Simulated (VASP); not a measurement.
# CdSe (rocksalt type) (Fm-3m) in VASP: further runs

Runs on CdSe (rocksalt type). Level: PBE. Tasks: single point, relaxation of cell and atoms.

All numbers are computed with VASP 6.6.1; they aren't measurements. Logs are shortened: lines on timing, memory, paths and dates and some standing lists are left out, and cuts for length are marked.

## Step 1: The cell of the first run

The structure is cubic, space group Fm-3m (No. 225). The conventional cell has a = 5.795 Å, b = 5.795 Å, c = 5.795 Å, α = 90.00°, β = 90.00°, γ = 90.00°. Cd (site symmetry m-3m) has 6 Se at 2.90 Å within 3.8 Å. Within 3.8 Å of Se (site symmetry m-3m) lie 6 Cd at 2.90 Å.

## Step 2: Single point, PBE (volume scaled by 1.03)

The input, INCAR:

```
  ALGO = Normal
  EDIFF = 1E-7
  ENCUT = 520
  GGA = PE
  ISIF = 2
  ISMEAR = -1
  LASPH = T
  LCHARG = F
  LREAL = F
  LWAVE = F
  NBANDS = 16
  NELM = 60
  PREC = Accurate
  SIGMA = 0.03
```

The input, KPOINTS:

```
k-points
0
Gamma
  12 12 12
```

The input, POSCAR:

```
CdSe
1.0
    0.0000000000      2.8974775418      2.8974775418
    2.8974775418      0.0000000000      2.8974775418
    2.8974775418      2.8974775418      0.0000000000
Cd Se
1 1
Direct
    0.0000000000      0.0000000000      0.0000000000
    0.5000000000      0.5000000000      0.5000000000
```

Potentials or basis: VASP PAW PBE potentials, release 64 (Cd, Se).

Started as:

```sh
$ cat potpaw_PBE.64/Cd/POTCAR potpaw_PBE.64/Se/POTCAR > POTCAR
$ mpirun -np 1 vasp_std > vasp.out
```

OUTCAR:

```text
EDIFF = 1E-7
   ENCUT = 520
   GGA = PE
   ISIF = 2
   ISMEAR = -1
   LASPH = T
   LREAL = F
   NELM = 60
   PREC = Accurate

 ion  position               nearest neighbor table
   1  0.000  0.000  0.000-   2 2.90   2 2.90   2 2.90   2 2.90   2 2.90   2 2.90
   2  0.500  0.500  0.500-   1 2.90   1 2.90   1 2.90   1 2.90   1 2.90   1 2.90

  LATTYP: Found a face centered cubic cell.
 ALAT       =     5.7949550836

  Lattice vectors:

 A1 = (   0.0000000000,   2.8974775418,   2.8974775418)
 A2 = (   2.8974775418,   0.0000000000,   2.8974775418)
 A3 = (   2.8974775418,   2.8974775418,   0.0000000000)

Analysis of symmetry for initial positions (statically):
=====================================================================
 Subroutine PRICEL returns:
 Original cell was already a primitive cell.

 Routine SETGRP: Setting up the symmetry group for a
 face centered cubic supercell.

 Subroutine GETGRP returns: Found 48 space group operations
 (whereof 48 operations were pure point group operations)
 out of a pool of 48 trial point group operations.

The static configuration has the point symmetry O_h .

Analysis of symmetry for dynamics (positions and initial velocities):
=====================================================================
 Subroutine PRICEL returns:
 Original cell was already a primitive cell.

 Routine SETGRP: Setting up the symmetry group for a
 face centered cubic supercell.

 Subroutine GETGRP returns: Found 48 space group operations
 (whereof 48 operations were pure point group operations)
 out of a pool of 48 trial point group operations.

The dynamic configuration has the point symmetry O_h .

 Subroutine INISYM returns: Found 48 space group operations
 (whereof 48 operations are pure point group operations),
 and found     1 'primitive' translations

----------------------------------------------------------------------------------------

                                     Primitive cell

  volume of cell :      48.6508

  direct lattice vectors                    reciprocal lattice vectors
     0.000000000  2.897477542  2.897477542    -0.172563891  0.172563891  0.172563891
     2.897477542  0.000000000  2.897477542     0.172563891 -0.172563891  0.172563891
     2.897477542  2.897477542  0.000000000     0.172563891  0.172563891 -0.172563891

  length of vectors
     4.097652036  4.097652036  4.097652036     0.298889428  0.298889428  0.298889428

  position of ions in fractional coordinates (direct lattice)
     0.000000000  0.000000000  0.000000000
     0.500000000  0.500000000  0.500000000

  ion indices of the primitive-cell ions
   primitive index   ion index
                 1           1
                 2           2

----------------------------------------------------------------------------------------

 KPOINTS: k-points

Automatic generation of k-mesh.
 Grid dimensions read from file:
 generate k-points for:   12   12   12

 Generating k-lattice:

  Cartesian coordinates                     Fractional coordinates (reciprocal lattice)
    -0.014380324  0.014380324  0.014380324     0.083333333  0.000000000  0.000000000
     0.014380324 -0.014380324  0.014380324     0.000000000  0.083333333  0.000000000
     0.014380324  0.014380324 -0.014380324     0.000000000  0.000000000  0.083333333

  Length of vectors
     0.024907452  0.024907452  0.024907452

  Shift w.r.t. Gamma in fractional coordinates (k-lattice)
     0.000000000  0.000000000  0.000000000

 Subroutine IBZKPT returns following result:
 ===========================================

 Found     72 irreducible k-points:

 Following reciprocal coordinates:
            Coordinates               Weight
  0.000000  0.000000  0.000000      1.000000
  0.083333  0.000000  0.000000      8.000000
  0.166667  0.000000  0.000000      8.000000
  0.250000  0.000000  0.000000      8.000000
  0.333333  0.000000  0.000000      8.000000
  0.416667  0.000000  0.000000      8.000000
[... 16 lines left out ...]
  0.500000  0.166667  0.000000     24.000000
 -0.416667  0.166667  0.000000     24.000000
 [... further k-points ...]
   k-points           NKPTS =     72   k-points in BZ     NKDIM =     72   number of bands    NBANDS=     16
   number of dos      NEDOS =    301   number of ions     NIONS =      2
   total plane-waves  NPLWV =  27000
   dimension x,y,z NGX =    30 NGY =   30 NGZ =   30
   dimension x,y,z NGXF=    60 NGYF=   60 NGZF=   60
   ions per type =               1   1
   NGX,Y,Z   is equivalent  to a cutoff of  12.17, 12.17, 12.17 a.u.
   NGXF,Y,Z  is equivalent  to a cutoff of  24.34, 24.34, 24.34 a.u.
 SYSTEM =  unknown system
   PREC   = accura    normal or accurate (medium, high low for compatibility)
   ISTART =      0    job   : 0-new  1-cont  2-samecut
   ICHARG =      2    charge: 1-file 2-atom 10-const
   ISPIN  =      1    spin polarized calculation?
   LNONCOLLINEAR =      F non collinear calculations
   LSORBIT =      F    spin-orbit coupling
   LASPH  =      T    aspherical Exc in radial PAW
   ENCUT  =  520.0 eV  38.22 Ry    6.18 a.u.   7.62  7.62  7.62*2*pi/ulx,y,z
   NELM   =     60;   NELMIN=  2; NELMDL= -5     # of ELM steps
   EDIFF  = 0.1E-06   stopping-criterion for ELM
   LREAL  =      F    real-space projection
   EDIFFG = 0.1E-05   stopping-criterion for IOM
   NSW    =      0    number of steps for IOM
   IBRION =     -1    ionic relax: 0-MD 1-quasi-New 2-CG
   NFREE  =      0    steps in history (QN), initial steepest desc. (CG)
   ISIF   =      2    stress and relaxation
   ISYM   =      2    0-nonsym 1-usesym 2-fastsym
   POTIM  = 0.5000    time-step for ionic-motion
   TEBEG  =    0.0;   TEEND  =   0.0 temperature during run
   PSTRESS=    0.0 pullay stress
   NELECT =      18.0000    total number of electrons
   NUPDOWN=      -1.0000    fix difference up-down
   EMIN   =  10.00;   EMAX   =-10.00  energy-range for DOS
   EFERMI =   0.00;   METHOD = LEGACY
   ISMEAR =    -1;   SIGMA  =   0.03  broadening in eV -4-tet -1-fermi 0-gaus
   EFERMI_NEDOS =   21; number of points for ismear=-14 and -15
   IALGO  =     38    algorithm
   IMIX   =      4    mixing-type and parameters
     AMIX     =   0.40;   BMIX     =  1.00
     AMIX_MAG =   1.60;   BMIX_MAG =  1.00
  volume/ion in A,a.u.               =      24.33       164.16
  Fermi-wavevector in a.u.,A,eV,Ry     =   1.175264  2.220928 18.792999  1.381246
  Thomas-Fermi vector in A             =   2.311648
   LORBIT       =      0    0 simple, 1 ext, 2 COOP (PROOUT), +10 PAW based schemes
   GGA     = PE    functional components
   LHFCALC =     F    Hartree Fock is set to
   AEXX    =    0.0000 exact exchange contribution
   IVDW    =     0    specifies the selected vdW correction
   LEPSILON=     F    determine dielectric tensor
   LRPA    =     F    only Hartree local field effects (RPA)
 non-spin polarized calculation
  energy-cutoff  :      520.00
  volume of cell :       48.65
 maximum number of plane-waves:      1363
   NGX = 15   NGY = 15   NGZ = 15

 number of electron      18.0000008 magnetization

 Free energy of the ion-electron system (eV)
  ---------------------------------------------------
  ext. energy  EPLUGINS =         0.00000000
  ---------------------------------------------------
  free energy    TOTEN  =        -5.19873999 eV

  energy without entropy =       -5.19661491  energy(sigma->0) =       -5.19767745

 E-fermi :   2.0638     XC(G=0):  -9.8837

 val. band max:        2.0402360268   @ k =   0.0000   0.0000   0.0000
 cond. band min:       2.0901506227   @ k =   0.5000   0.4167   0.0000
 fundamental gap:      0.0499145958
 Fermi energy:         2.0637618593

 k-point     1 :       0.0000    0.0000    0.0000
  band No.  band energies     occupation
      1     -10.6920      2.00000
      2      -5.8214      2.00000
      3      -5.8214      2.00000
      4      -5.8061      2.00000
      5      -5.8061      2.00000
      6      -5.8061      2.00000
[... 8 lines left out ...]
     15      11.6843      0.00000
     16      11.6843      0.00000

 k-point     2 :       0.0833    0.0000    0.0000
  band No.  band energies     occupation
      1     -10.6447      2.00000
      2      -5.8341      2.00000
      3      -5.8341      2.00000
      4      -5.8095      2.00000
      5      -5.7990      2.00000
      6      -5.7990      2.00000
[... 8 lines left out ...]
     15      11.3540      0.00000
     16      11.6684      0.00000

 k-point     3 :       0.1667    0.0000    0.0000
  band No.  band energies     occupation
      1     -10.5100      2.00000
      2      -5.8713      2.00000
      3      -5.8713      2.00000
      4      -5.8206      2.00000
      5      -5.7763      2.00000
      6      -5.7763      2.00000
[... 8 lines left out ...]
     15      11.5682      0.00000
     16      11.5682      0.00000

 k-point     4 :       0.2500    0.0000    0.0000
  band No.  band energies     occupation
      1     -10.3112      2.00000
      2      -5.9218      2.00000
      3      -5.9218      2.00000
      4      -5.8424      2.00000
      5      -5.7445      2.00000
      6      -5.7445      2.00000
[... 8 lines left out ...]
     15      12.2070      0.00000
     16      12.2070      0.00000

 k-point     5 :       0.3333    0.0000    0.0000
  band No.  band energies     occupation
      1     -10.0908      2.00000
      2      -5.9714      2.00000
      3      -5.9714      2.00000
      4      -5.8760      2.00000
      5      -5.7123      2.00000
      6      -5.7123      2.00000
[... 8 lines left out ...]
     15      13.1015      0.00000
     16      13.1015      0.00000

 k-point     6 :       0.4167    0.0000    0.0000
  band No.  band energies     occupation
      1      -9.9119      2.00000
      2      -6.0071      2.00000
      3      -6.0071      2.00000
      4      -5.9126      2.00000
      5      -5.6886      2.00000
      6      -5.6886      2.00000
[... 8 lines left out ...]
     15      14.1481      0.00000
     16      14.1481      0.00000
[... 267 lines left out ...]
 k-point    21 :       0.3333    0.1667    0.0000
  band No.  band energies     occupation
      1     -10.1639      2.00000
      2      -5.9221      2.00000
      3      -5.8626      2.00000
      4      -5.8493      2.00000
      5      -5.7276      2.00000
      6      -5.7042      2.00000
[... 8 lines left out ...]
     15      13.9077      0.00000
     16      14.2080      0.00000

 k-point    22 :       0.4167    0.1667    0.0000
  band No.  band energies     occupation
      1      -9.9940      2.00000
      2      -5.9115      2.00000
      3      -5.9052      2.00000
      4      -5.8628      2.00000
      5      -5.6985      2.00000
      6      -5.6794      2.00000
[... 8 lines left out ...]
     15      14.4629      0.00000
     16      15.0179      0.00000

 k-point    23 :       0.5000    0.1667    0.0000
  band No.  band energies     occupation
      1      -9.8759      2.00000
      2      -5.9555      2.00000
      3      -5.8902      2.00000
      4      -5.8729      2.00000
      5      -5.6716      2.00000
      6      -5.6716      2.00000
[... 8 lines left out ...]
     15      14.9251      0.00000
     16      15.0645      0.00000

 k-point    24 :      -0.4167    0.1667    0.0000
  band No.  band energies     occupation
      1      -9.8516      2.00000
      2      -5.9845      2.00000
      3      -5.9132      2.00000
      4      -5.8510      2.00000
      5      -5.6812      2.00000
      6      -5.6558      2.00000
[... 8 lines left out ...]
     15      13.9354      0.00000
     16      14.2269      0.00000

 [... further k-points ...]
[... 5 lines left out ...]
  --------------------------------------------------------------------------------------
  -------------------------------------------------------------------------------------
  Total       -0.4218835     -0.4218835     -0.4218835     -0.0000000      0.0000000     -0.0000000
  in kB      -13.8935396    -13.8935396    -13.8935396     -0.0000000      0.0000000     -0.0000000
  external PRESSURE =     -13.8935396 kB  Pullay stress =       0.0000000 kB

 VOLUME and BASIS-vectors are now :
 -----------------------------------------------------------------------------
  energy-cutoff  :      520.00
  volume of cell :       48.65
      direct lattice vectors                 reciprocal lattice vectors
     0.000000000  2.897477542  2.897477542    -0.172563891  0.172563891  0.172563891
     2.897477542  0.000000000  2.897477542     0.172563891 -0.172563891  0.172563891
     2.897477542  2.897477542  0.000000000     0.172563891  0.172563891 -0.172563891

 POSITION                                       TOTAL-FORCE (eV/Angst)
 -----------------------------------------------------------------------------------
      0.00000      0.00000      0.00000         0.000000     -0.000000      0.000000
      2.89748      2.89748      2.89748        -0.000000      0.000000     -0.000000
 -----------------------------------------------------------------------------------
    total drift:                               -0.000000      0.000000      0.000000

  FREE ENERGIE OF THE ION-ELECTRON SYSTEM (eV)
  ---------------------------------------------------
  free  energy   TOTEN  =        -5.1987399883 eV

  energy  without entropy=       -5.1966149122  energy(sigma->0) =       -5.19767745
```

Run time: 62 s. Hardware: 1 thread of Intel Xeon Platinum 8259CL at 2.50GHz (Skylake/Cascade Lake), shared host; peak memory 0.2 GiB.

Results:

| Item | Value |
| --- | --- |
| Free energy | -5.1987 eV |
| Pressure | -1.4 GPa |
| Band gap on the k mesh | zero (band 9 reaches 2.03 eV, above the bottom of band 10 at 1.61 eV) |

(Part 1 of 2 ends here.)
